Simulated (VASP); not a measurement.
# CaIr in VASP: notebook, part 2 of 2

VASP 6.6.1. Earlier steps stand in the parts before.

## Step 5: Molecular dynamics, PBE

Input file INCAR:

```
SYSTEM = CaIr
  PREC = Normal
  ENCUT = 350
  EDIFF = 1E-5
  ISMEAR = -1
  SIGMA = 0.1
  LREAL = .False.
  LASPH = .True.
  NELM = 120
  ALGO = Normal
  ISIF = 2
  LWAVE = .False.
  LCHARG = .True.
  GGA = PE
  NBANDS = 48
  IBRION = 0
  NSW = 30
  POTIM = 1.5
  TEBEG = 100.0
  TEEND = 100.0
  ISYM = 0
  NELMIN = 4
  RANDOM_SEED = 883115 0 0
  MDALGO = 2
  SMASS = 0
  GGA_COMPAT = .False.
  MAXMIX = 40
```

Input file KPOINTS:

```
regular mesh
0
Gamma
  3 3 3
  0 0 0
```

Input file POSCAR:

```
CaIr
1.0
    6.0065890000     -1.0660310000     -0.3507010000
   -0.4686360000      4.9683550000      0.2650100000
    0.7265470000      0.4833110000      5.6740460000
Ir Ca
4 4
Direct
    0.2286150000      0.6532210000      0.4019770000
    0.6321190000      0.8830200000      0.7583330000
    0.3360390000      0.3700010000      0.0938410000
    0.0233980000      0.0377980000      0.4226160000
    0.9625810000      0.3482670000      0.8036200000
    0.2019200000      0.9126850000      0.8583510000
    0.5352540000      0.3821930000      0.5960820000
    0.7842520000      0.6471860000      0.1531860000
```

Potentials or basis: VASP PAW PBE potentials, release 64 (Ir, Ca_sv).

The run is started by

```
$ cat potpaw_PBE.64/Ir/POTCAR potpaw_PBE.64/Ca_sv/POTCAR > POTCAR
$ mpirun -np 1 vasp_std > vasp.out
```

OUTCAR:

```text
SYSTEM = CaIr
   PREC = Normal
   ENCUT = 350
   EDIFF = 1E-5
   ISMEAR = -1
   LREAL = .False.
   LASPH = .True.
   NELM = 120
   ISIF = 2
   GGA = PE
   IBRION = 0
   NSW = 30
   POTIM = 1.5
   TEBEG = 100.0
   ISYM = 0
   NELMIN = 4

 ion  position               nearest neighbor table
   1  0.229  0.653  0.402-   3 2.56   4 2.57   5 2.77   7 2.79   4 2.98   6 3.08   8 3.13   6 3.26
                             2 3.34
   2  0.632  0.883  0.758-   5 2.69   7 2.71   6 2.71   8 2.75   7 2.78   4 2.86   3 3.08   1 3.34

   3  0.336  0.370  0.094-   1 2.56   4 2.67   6 2.76   8 2.78   5 2.88   7 3.03   2 3.08   7 3.19
                             6 3.20
   4  0.023  0.038  0.423-   1 2.57   3 2.67   8 2.79   6 2.85   2 2.86   5 2.90   1 2.98
   5  0.963  0.348  0.804-   2 2.69   1 2.77   6 2.87   3 2.88   4 2.90   6 2.93   7 2.96   8 2.97

   6  0.202  0.913  0.858-   2 2.71   3 2.76   4 2.85   7 2.85   5 2.87   8 2.88   5 2.93   1 3.08
                             3 3.20   1 3.26
   7  0.535  0.382  0.596-   2 2.71   2 2.78   1 2.79   6 2.85   8 2.86   5 2.96   3 3.03   3 3.19

   8  0.784  0.647  0.153-   2 2.75   3 2.78   4 2.79   7 2.86   6 2.88   5 2.97   1 3.13

IMPORTANT INFORMATION: All symmetrisations will be switched off!
NOSYMM: (Re-)initialisation of all symmetry stuff for point group C_1.

[... 151 lines left out ...]
  Total        4.3311950      5.4419457      5.8925763      2.1290829      0.2570501     -0.9354099
  in kB       41.5863334     52.2513005     56.5780678     20.4425686      2.4680878     -8.9814165
  external PRESSURE =      50.1385672 kB  Pullay stress =       0.0000000 kB
[... 133 lines left out ...]
  ENERGY OF THE ELECTRON-ION-THERMOSTAT SYSTEM (eV)
  ---------------------------------------------------
% ion-electron   TOTEN  =       -39.958313  see above
  kinetic energy EKIN   =         0.078147
  kin. lattice  EKIN_LAT=         0.000000  (temperature   86.37 K)
  nose potential ES     =        -0.000288
  nose kinetic   EPS    =         0.000030
  ---------------------------------------------------
  total energy   ETOTAL =       -39.880425 eV

[... ionic steps 4 to 27 ...]

--------------------------------------- Ionic step       28  -------------------------------------------

 number of electron      75.9999988 magnetization

------------------------ aborting loop because EDIFF is reached ----------------------------------------
[... 99 lines left out ...]
--------------------------------------- Ionic step       30  -------------------------------------------

 number of electron      75.9999981 magnetization

 Free energy of the ion-electron system (eV)
  ---------------------------------------------------
  ext. energy  EPLUGINS =         0.00000000
  ---------------------------------------------------
  free energy    TOTEN  =       -40.53174382 eV

  energy without entropy =      -40.31012649  energy(sigma->0) =      -40.42093515

 E-fermi :   5.0504     XC(G=0): -10.7863

 val. band max:        4.9939659397   @ k =   0.3333   0.0000   0.0000
 cond. band min:       5.0623866694   @ k =  -0.3333  -0.3333   0.3333
 fundamental gap:      0.0684207298
 Fermi energy:         5.0503838499

 k-point     1 :       0.0000    0.0000    0.0000
  band No.  band energies     occupation
      1     -35.5560      2.00000
      2     -35.3047      2.00000
      3     -35.1691      2.00000
      4     -35.1067      2.00000
      5     -17.1058      2.00000
      6     -16.9971      2.00000
[... 744 lines left out ...]
  ENERGY OF THE ELECTRON-ION-THERMOSTAT SYSTEM (eV)
  ---------------------------------------------------
% ion-electron   TOTEN  =       -40.531744  see above
  kinetic energy EKIN   =         0.067772
  kin. lattice  EKIN_LAT=         0.000000  (temperature   74.90 K)
  nose potential ES     =         0.409161
  nose kinetic   EPS    =         0.174477
  ---------------------------------------------------
  total energy   ETOTAL =       -39.880334 eV
```

OSZICAR:

```text
N       E                     dE             d eps       ncg     rms          rms(c)
DAV:   1     0.665453683523E+03    0.66545E+03   -0.29277E+04  1352   0.118E+03
DAV:   2     0.168326983321E+02   -0.64862E+03   -0.62564E+03  1352   0.433E+02
[... 183 lines left out ...]
       N       E                     dE             d eps       ncg     rms          rms(c)
DAV:   1    -0.405317429018E+02   -0.18596E-01   -0.13703E-04   824   0.981E-01    0.154E-03
DAV:   2    -0.405317436762E+02   -0.77434E-06   -0.94034E-06  1056   0.157E-02    0.686E-04
DAV:   3    -0.405317437714E+02   -0.95252E-07   -0.94317E-07   856   0.490E-03    0.597E-04
DAV:   4    -0.405317438173E+02   -0.45870E-07   -0.50133E-07   752   0.397E-03
     30 T=    75. E= -.39880334E+02 F= -.40531744E+02 E0= -.40420935E+02  EK= 0.67772E-01 SP= 0.41E+00 SK= 0.17E+00
```

Run time: 5 min. Hardware: 1 thread of Intel Xeon 6975P-C (Granite Rapids), shared host; peak memory 0.24 GiB.

Step by step:
| step | potential energy change (eV) | largest force (eV/Å) | pressure (GPa) | volume (Å³) | temperature (K) |
| --- | --- | --- | --- | --- | --- |
| 1 | 0.0000 | 2.1642 | 5.01 | 166.87 | 98 |
| 2 | 0.0079 | 2.1544 | 5.01 | 166.87 | 91 |
| 3 | 0.0126 | 2.1452 | 5.03 | 166.87 | 86 |
| 4 | 0.0141 | 2.1380 | 5.04 | 166.87 | 85 |
| 5 | 0.0122 | 2.1316 | 5.06 | 166.87 | 88 |
| 6 | 0.0068 | 2.1259 | 5.07 | 166.87 | 95 |
| 7 | -0.0019 | 2.1205 | 5.08 | 166.87 | 106 |
| 8 | -0.0141 | 2.1166 | 5.09 | 166.87 | 121 |
| 9 | -0.0298 | 2.1137 | 5.11 | 166.87 | 139 |
| 10 | -0.0489 | 2.1116 | 5.12 | 166.87 | 160 |
| 11 | -0.0711 | 2.1108 | 5.13 | 166.87 | 181 |
| 12 | -0.0962 | 2.1112 | 5.15 | 166.87 | 201 |
| 13 | -0.1237 | 2.1125 | 5.16 | 166.87 | 218 |
| 14 | -0.1532 | 2.1148 | 5.17 | 166.87 | 230 |
| 15 | -0.1840 | 2.1178 | 5.19 | 166.87 | 235 |
| 16 | -0.2155 | 2.1218 | 5.20 | 166.87 | 232 |
| 17 | -0.2470 | 2.1267 | 5.21 | 166.87 | 224 |
| 18 | -0.2780 | 2.1315 | 5.22 | 166.87 | 210 |
| 19 | -0.3081 | 2.1370 | 5.23 | 166.87 | 193 |
| 20 | -0.3370 | 2.1428 | 5.24 | 166.87 | 175 |
| 21 | -0.3646 | 2.1483 | 5.25 | 166.87 | 157 |
| 22 | -0.3908 | 2.1543 | 5.25 | 166.87 | 141 |
| 23 | -0.4156 | 2.1601 | 5.25 | 166.87 | 126 |
| 24 | -0.4391 | 2.1657 | 5.26 | 166.87 | 114 |
| 25 | -0.4615 | 2.1713 | 5.26 | 166.87 | 104 |
| 26 | -0.4829 | 2.1768 | 5.26 | 166.87 | 95 |
| 27 | -0.5034 | 2.1822 | 5.27 | 166.87 | 88 |
| 28 | -0.5231 | 2.1873 | 5.27 | 166.87 | 82 |
| 29 | -0.5422 | 2.1925 | 5.27 | 166.87 | 78 |
| 30 | -0.5608 | 2.1975 | 5.27 | 166.87 | 75 |

Caveat: the k points lie up to 0.44 Å⁻¹ apart; spin-orbit coupling is left out, which moves the levels of the heavy elements.

## Step 6: The runs side by side

| task | cell | cutoff (eV) | gap on the mesh (eV) | pressure (GPa) | largest force (eV/Å) |
| --- | --- | --- | --- | --- | --- |
| single point | as given, atomic positions A | 400 | none | 5.0 | 2.36 |
| single point | as given, atomic positions B | 400 | none | 5.0 | 2.52 |
| single point | as given, atomic positions C | 400 | none | 5.4 | 2.54 |
| molecular dynamics | as given, atomic positions D | 350 | - | - | - |

Alike in all rows: level PBE; potentials or basis VASP PAW PBE potentials, release 64 (Ir, Ca_sv); no spin polarisation; k mesh 3 × 3 × 3; smearing fermi-dirac 0.1 eV.

Caveats: all runs use coarse meshes; spin-orbit coupling is left out, which moves the levels of the heavy elements.

Total energies depend on the potentials used, so only differences within one code and one set of settings carry meaning.

The gap in the log of VASP goes by the Fermi energy; the results here count the filled bands.